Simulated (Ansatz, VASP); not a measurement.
**As in VASP and in Ansatz**

```
CELL_PARAMETERS angstrom
2.81349 0.00000 0.00000
0.00000 2.81349 0.00000
0.00000 0.00000 2.81349
ATOMIC_POSITIONS crystal
As 0.00000 0.00000 0.00000
```

Alike in both runs: functional BLYP; k mesh 12 × 12 × 12; occupations fermi-dirac, width 0.1 eV; no spin polarisation.

Ansatz relaxed the structure, and its values are those at the end. VASP's run is a single point on that final structure, the one shown.

|  | VASP | Ansatz |
| --- | --- | --- |
| version | VASP 6.6.1 | Ansatz 0.2.0 |
| potentials or method | VASP PAW PBE potentials, release 64 (As), cutoff 500 eV | plane waves (420 eV) with PAW, scalar-relativistic |
| valence electrons in the cell | 5 | 15 |

|  | VASP | Ansatz | Ansatz less VASP |
| --- | --- | --- | --- |
| pressure (GPa) | 0.3 | 0.0 | -0.24 |

VASP's potentials were made for PBE, not for BLYP. VASP's potentials hold 5 valence electrons a cell and Ansatz's 15, so a difference there can come from the potentials and not from the codes.
